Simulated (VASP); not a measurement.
# SnO (F-43m) in VASP: single point with PBE

Aim: the single point of SnO with PBE.

Everything below comes from runs of VASP 6.6.1. Logs are shortened: lines on timing, memory, paths and dates and some standing lists are left out, and cuts for length are marked.

## Step 1: The cell of the first run

Symmetry: F-43m, No. 216, cubic system. Conventional cell: a = 5.416 Å, b = 5.416 Å, c = 5.416 Å, α = 90.00°, β = 90.00°, γ = 90.00°. Sn (site symmetry -43m) has 4 O at 2.35 Å within 3.1 Å. Within 3.1 Å of O (site symmetry -43m) lie 4 Sn at 2.35 Å.

## Step 2: Single point, PBE

INCAR

```
SYSTEM = SnO
ALGO = Normal ; EDIFF = 1E-6
ENCUT = 600 ; GGA = PE
GGA_COMPAT = .False. ; ISIF = 2
ISMEAR = -1 ; LASPH = .True.
LCHARG = .False. ; LREAL = .False.
LWAVE = .False. ; NBANDS = 17
NELM = 120 ; PREC = Accurate
SIGMA = 0.02
```

KPOINTS

```
k-points
0
Gamma
  6 6 6
  0 0 0
```

POSCAR

```
SnO
1.0
    0.0000000000      2.7082147176      2.7082147176
    2.7082147176      0.0000000000      2.7082147176
    2.7082147176      2.7082147176      0.0000000000
Sn O
1 1
Direct
    0.0000000000      0.0000000000      0.0000000000
    0.2500000000      0.2500000000      0.2500000000
```

Potentials or basis: VASP PAW PBE potentials, release 64 (Sn_d, O).

On the command line:

```console
cat potpaw_PBE.64/Sn_d/POTCAR potpaw_PBE.64/O/POTCAR > POTCAR
mpirun -np 1 vasp_std > vasp.out
```

OUTCAR:

```text
SYSTEM = SnO
   EDIFF = 1E-6
   ENCUT = 600
   GGA = PE
   ISIF = 2
   ISMEAR = -1
   LASPH = .True.
   LREAL = .False.
   NELM = 120
   PREC = Accurate

 ion  position               nearest neighbor table
   1  0.000  0.000  0.000-   2 2.35   2 2.35   2 2.35   2 2.35
   2  0.250  0.250  0.250-   1 2.35   1 2.35   1 2.35   1 2.35

  LATTYP: Found a face centered cubic cell.
 ALAT       =     5.4164294352

  Lattice vectors:

 A1 = (   0.0000000000,   2.7082147176,   2.7082147176)
 A2 = (   2.7082147176,   0.0000000000,   2.7082147176)
 A3 = (   2.7082147176,   2.7082147176,   0.0000000000)

Analysis of symmetry for initial positions (statically):
=====================================================================
 Subroutine PRICEL returns:
 Original cell was already a primitive cell.

 Routine SETGRP: Setting up the symmetry group for a
 face centered cubic supercell.

 Subroutine GETGRP returns: Found 24 space group operations
 (whereof 24 operations were pure point group operations)
 out of a pool of 48 trial point group operations.

The static configuration has the point symmetry T_d .

Analysis of symmetry for dynamics (positions and initial velocities):
=====================================================================
 Subroutine PRICEL returns:
 Original cell was already a primitive cell.

 Routine SETGRP: Setting up the symmetry group for a
 face centered cubic supercell.

 Subroutine GETGRP returns: Found 24 space group operations
 (whereof 24 operations were pure point group operations)
 out of a pool of 48 trial point group operations.

The dynamic configuration has the point symmetry T_d .

 Subroutine INISYM returns: Found 24 space group operations
 (whereof 24 operations are pure point group operations),
 and found     1 'primitive' translations

----------------------------------------------------------------------------------------

                                     Primitive cell

  volume of cell :      39.7264

  direct lattice vectors                    reciprocal lattice vectors
     0.000000000  2.708214718  2.708214718    -0.184623470  0.184623470  0.184623470
     2.708214718  0.000000000  2.708214718     0.184623470 -0.184623470  0.184623470
     2.708214718  2.708214718  0.000000000     0.184623470  0.184623470 -0.184623470

  length of vectors
     3.829993983  3.829993983  3.829993983     0.319777231  0.319777231  0.319777231

  position of ions in fractional coordinates (direct lattice)
     0.000000000  0.000000000  0.000000000
     0.250000000  0.250000000  0.250000000

  ion indices of the primitive-cell ions
   primitive index   ion index
                 1           1
                 2           2

----------------------------------------------------------------------------------------

 KPOINTS: k-points

Automatic generation of k-mesh.
 Grid dimensions read from file:
 generate k-points for:    6    6    6

 Generating k-lattice:

  Cartesian coordinates                     Fractional coordinates (reciprocal lattice)
    -0.030770578  0.030770578  0.030770578     0.166666667  0.000000000  0.000000000
     0.030770578 -0.030770578  0.030770578     0.000000000  0.166666667  0.000000000
     0.030770578  0.030770578 -0.030770578     0.000000000  0.000000000  0.166666667

  Length of vectors
     0.053296205  0.053296205  0.053296205

  Shift w.r.t. Gamma in fractional coordinates (k-lattice)
     0.000000000  0.000000000  0.000000000

 Subroutine IBZKPT returns following result:
 ===========================================

 Found     16 irreducible k-points:

 Following reciprocal coordinates:
            Coordinates               Weight
  0.000000  0.000000  0.000000      1.000000
  0.166667  0.000000  0.000000      8.000000
  0.333333  0.000000  0.000000      8.000000
  0.500000  0.000000  0.000000      4.000000
  0.166667  0.166667  0.000000      6.000000
  0.333333  0.166667  0.000000     24.000000
[... 8 lines left out ...]
 -0.333333  0.333333  0.166667     24.000000
 -0.333333  0.500000  0.166667     12.000000
   k-points           NKPTS =     16   k-points in BZ     NKDIM =     16   number of bands    NBANDS=     17
   number of dos      NEDOS =    301   number of ions     NIONS =      2
   total plane-waves  NPLWV =  32768
   dimension x,y,z NGX =    32 NGY =   32 NGZ =   32
   dimension x,y,z NGXF=    64 NGYF=   64 NGZF=   64
   ions per type =               1   1
   NGX,Y,Z   is equivalent  to a cutoff of  13.89, 13.89, 13.89 a.u.
   NGXF,Y,Z  is equivalent  to a cutoff of  27.78, 27.78, 27.78 a.u.
 SYSTEM =  SnO
   PREC   = accura    normal or accurate (medium, high low for compatibility)
   ISTART =      0    job   : 0-new  1-cont  2-samecut
   ICHARG =      2    charge: 1-file 2-atom 10-const
   ISPIN  =      1    spin polarized calculation?
   LNONCOLLINEAR =      F non collinear calculations
   LSORBIT =      F    spin-orbit coupling
   LASPH  =      T    aspherical Exc in radial PAW
   ENCUT  =  600.0 eV  44.10 Ry    6.64 a.u.   7.65  7.65  7.65*2*pi/ulx,y,z
   NELM   =    120;   NELMIN=  2; NELMDL= -5     # of ELM steps
   EDIFF  = 0.1E-05   stopping-criterion for ELM
   LREAL  =      F    real-space projection
   EDIFFG = 0.1E-04   stopping-criterion for IOM
   NSW    =      0    number of steps for IOM
   IBRION =     -1    ionic relax: 0-MD 1-quasi-New 2-CG
   NFREE  =      0    steps in history (QN), initial steepest desc. (CG)
   ISIF   =      2    stress and relaxation
   ISYM   =      2    0-nonsym 1-usesym 2-fastsym
   POTIM  = 0.5000    time-step for ionic-motion
   TEBEG  =    0.0;   TEEND  =   0.0 temperature during run
   PSTRESS=    0.0 pullay stress
   NELECT =      20.0000    total number of electrons
   NUPDOWN=      -1.0000    fix difference up-down
   EMIN   =  10.00;   EMAX   =-10.00  energy-range for DOS
   EFERMI =   0.00;   METHOD = LEGACY
   ISMEAR =    -1;   SIGMA  =   0.02  broadening in eV -4-tet -1-fermi 0-gaus
   EFERMI_NEDOS =   21; number of points for ismear=-14 and -15
   IALGO  =     38    algorithm
   IMIX   =      4    mixing-type and parameters
     AMIX     =   0.40;   BMIX     =  1.00
     AMIX_MAG =   1.60;   BMIX_MAG =  1.00
  volume/ion in A,a.u.               =      19.86       134.04
  Fermi-wavevector in a.u.,A,eV,Ry     =   1.302342  2.461070 23.076772  1.696095
  Thomas-Fermi vector in A             =   2.433416
   LORBIT       =      0    0 simple, 1 ext, 2 COOP (PROOUT), +10 PAW based schemes
   GGA     = PE    functional components
   LHFCALC =     F    Hartree Fock is set to
   AEXX    =    0.0000 exact exchange contribution
   IVDW    =     0    specifies the selected vdW correction
   LEPSILON=     F    determine dielectric tensor
   LRPA    =     F    only Hartree local field effects (RPA)
 non-spin polarized calculation
  energy-cutoff  :      600.00
  volume of cell :       39.73
 maximum number of plane-waves:      1363
 NGX is ok and might be reduce to    32
   NGX = 15   NGY = 15   NGZ = 15

 number of electron      20.0000001 magnetization

 Free energy of the ion-electron system (eV)
  ---------------------------------------------------
  ext. energy  EPLUGINS =         0.00000000
  ---------------------------------------------------
  free energy    TOTEN  =       -10.45136985 eV

  energy without entropy =      -10.45011922  energy(sigma->0) =      -10.45074454

 E-fermi :   6.1550     XC(G=0):  -9.6536

 val. band max:        6.1329936850   @ k =  -0.3333   0.5000   0.1667
 cond. band min:       6.6556138801   @ k =   0.5000   0.3333   0.0000
 fundamental gap:      0.5226201951
 Fermi energy:         6.1549715990

 k-point     1 :       0.0000    0.0000    0.0000
  band No.  band energies     occupation
      1     -15.6268      2.00000
      2     -15.6268      2.00000
      3     -15.6268      2.00000
      4     -15.5810      2.00000
      5     -15.5810      2.00000
      6     -12.8283      2.00000
[... 9 lines left out ...]
     16      17.5895      0.00000
     17      17.5895      0.00000

 k-point     2 :       0.1667    0.0000    0.0000
  band No.  band energies     occupation
      1     -15.6599      2.00000
      2     -15.6195      2.00000
      3     -15.6195      2.00000
      4     -15.5800      2.00000
      5     -15.5800      2.00000
      6     -12.6815      2.00000
[... 9 lines left out ...]
     16      16.8249      0.00000
     17      17.5889      0.00000

 k-point     3 :       0.3333    0.0000    0.0000
  band No.  band energies     occupation
      1     -15.7225      2.00000
      2     -15.6135      2.00000
      3     -15.6135      2.00000
      4     -15.5693      2.00000
      5     -15.5693      2.00000
      6     -12.3717      2.00000
[... 9 lines left out ...]
     16      16.7832      0.00000
     17      19.1135      0.00000

 k-point     4 :       0.5000    0.0000    0.0000
  band No.  band energies     occupation
      1     -15.7524      2.00000
      2     -15.6141      2.00000
      3     -15.6141      2.00000
      4     -15.5603      2.00000
      5     -15.5603      2.00000
      6     -12.2069      2.00000
[... 9 lines left out ...]
     16      17.1615      0.00000
     17      18.6880      0.00000

 k-point     5 :       0.1667    0.1667    0.0000
  band No.  band energies     occupation
      1     -15.6791      2.00000
      2     -15.6106      2.00000
      3     -15.6106      2.00000
      4     -15.5875      2.00000
      5     -15.5754      2.00000
      6     -12.6346      2.00000
[... 9 lines left out ...]
     16      18.8948      0.00000
     17      18.8948      0.00000

 k-point     6 :       0.3333    0.1667    0.0000
  band No.  band energies     occupation
      1     -15.7288      2.00000
      2     -15.6050      2.00000
      3     -15.6001      2.00000
      4     -15.5857      2.00000
      5     -15.5665      2.00000
      6     -12.3814      2.00000
[... 9 lines left out ...]
     16      18.5234      0.00000
     17      19.4985      0.00000

 k-point     7 :       0.5000    0.1667    0.0000
  band No.  band energies     occupation
      1     -15.7598      2.00000
      2     -15.6101      2.00000
      3     -15.6007      2.00000
      4     -15.5731      2.00000
      5     -15.5601      2.00000
      6     -12.1631      2.00000
[... 9 lines left out ...]
     16      17.9362      0.00000
     17      19.6211      0.00000

 k-point     8 :      -0.3333    0.1667    0.0000
  band No.  band energies     occupation
      1     -15.7474      2.00000
      2     -15.6112      2.00000
      3     -15.6019      2.00000
      4     -15.5725      2.00000
      5     -15.5673      2.00000
      6     -12.2162      2.00000
[... 9 lines left out ...]
     16      17.3970      0.00000
     17      19.9531      0.00000

 k-point     9 :      -0.1667    0.1667    0.0000
  band No.  band energies     occupation
      1     -15.7014      2.00000
      2     -15.6113      2.00000
      3     -15.6099      2.00000
      4     -15.5838      2.00000
      5     -15.5720      2.00000
      6     -12.4806      2.00000
[... 9 lines left out ...]
     16      17.3089      0.00000
     17      19.2969      0.00000

 k-point    10 :       0.3333    0.3333    0.0000
  band No.  band energies     occupation
      1     -15.7728      2.00000
      2     -15.6021      2.00000
      3     -15.5776      2.00000
      4     -15.5776      2.00000
      5     -15.5642      2.00000
      6     -12.2376      2.00000
[... 9 lines left out ...]
     16      20.8006      0.00000
     17      21.7556      0.00000

 k-point    11 :       0.5000    0.3333    0.0000
  band No.  band energies     occupation
      1     -15.7934      2.00000
      2     -15.6041      2.00000
      3     -15.5752      2.00000
      4     -15.5738      2.00000
      5     -15.5595      2.00000
      6     -12.0757      2.00000
[... 9 lines left out ...]
     16      20.0411      0.00000
     17      21.1425      0.00000

 k-point    12 :      -0.3333    0.3333    0.0000
  band No.  band energies     occupation
      1     -15.7763      2.00000
      2     -15.6044      2.00000
      3     -15.5794      2.00000
      4     -15.5788      2.00000
      5     -15.5708      2.00000
      6     -12.0641      2.00000
[... 9 lines left out ...]
     16      18.7116      0.00000
     17      20.5212      0.00000

 k-point    13 :       0.5000    0.5000    0.0000
  band No.  band energies     occupation
      1     -15.8155      2.00000
      2     -15.6100      2.00000
      3     -15.5608      2.00000
      4     -15.5608      2.00000
      5     -15.5586      2.00000
      6     -12.0319      2.00000
[... 9 lines left out ...]
     16      21.9981      0.00000
     17      22.3671      0.00000

 k-point    14 :       0.5000    0.3333    0.1667
  band No.  band energies     occupation
      1     -15.7634      2.00000
      2     -15.6040      2.00000
      3     -15.5917      2.00000
      4     -15.5775      2.00000
      5     -15.5652      2.00000
      6     -12.1733      2.00000
[... 9 lines left out ...]
     16      18.2360      0.00000
     17      20.8966      0.00000

 k-point    15 :      -0.3333    0.3333    0.1667
  band No.  band energies     occupation
      1     -15.7755      2.00000
      2     -15.6064      2.00000
      3     -15.5887      2.00000
      4     -15.5750      2.00000
      5     -15.5641      2.00000
      6     -12.0641      2.00000
[... 9 lines left out ...]
     16      18.8903      0.00000
     17      20.6559      0.00000

 k-point    16 :      -0.3333    0.5000    0.1667
  band No.  band energies     occupation
      1     -15.7942      2.00000
      2     -15.6017      2.00000
      3     -15.5874      2.00000
      4     -15.5673      2.00000
      5     -15.5599      2.00000
      6     -12.0196      2.00000
[... 9 lines left out ...]
     16      18.7946      0.00000
     17      20.8045      0.00000

------------------------ aborting loop because EDIFF is reached ----------------------------------------

  FORCE on cell =-STRESS in cart. coord.  units (eV):
  Direction    XX          YY          ZZ          XY          YZ          ZX
  --------------------------------------------------------------------------------------
  -------------------------------------------------------------------------------------
  Total        0.5967424      0.5967424      0.5967424     -0.0000000     -0.0000000      0.0000000
  in kB       24.0667927     24.0667927     24.0667927     -0.0000000     -0.0000000      0.0000000
  external PRESSURE =      24.0667927 kB  Pullay stress =       0.0000000 kB

 VOLUME and BASIS-vectors are now :
 -----------------------------------------------------------------------------
  energy-cutoff  :      600.00
  volume of cell :       39.73
      direct lattice vectors                 reciprocal lattice vectors
     0.000000000  2.708214718  2.708214718    -0.184623470  0.184623470  0.184623470
     2.708214718  0.000000000  2.708214718     0.184623470 -0.184623470  0.184623470
     2.708214718  2.708214718  0.000000000     0.184623470  0.184623470 -0.184623470

 POSITION                                       TOTAL-FORCE (eV/Angst)
 -----------------------------------------------------------------------------------
      0.00000      0.00000      0.00000        -0.000000     -0.000000     -0.000000
      1.35411      1.35411      1.35411         0.000000      0.000000      0.000000
 -----------------------------------------------------------------------------------
    total drift:                               -0.000000     -0.000000     -0.000000

  FREE ENERGIE OF THE ION-ELECTRON SYSTEM (eV)
  ---------------------------------------------------
  free  energy   TOTEN  =       -10.4513698455 eV

  energy  without entropy=      -10.4501192250  energy(sigma->0) =      -10.45074454
```

Run time: 5.5 s. Hardware: 1 thread of Intel Xeon 6975P-C (Granite Rapids), shared host; peak memory 0.17 GiB.

Results:

* Free energy: -10.4514 eV
* Pressure: 2.4 GPa
* Band gap on the k mesh: zero (band 10 reaches 6.13 eV, above the bottom of band 11 at 5.99 eV)

Caveat: spin-orbit coupling is left out, which moves the levels of the heavy elements.
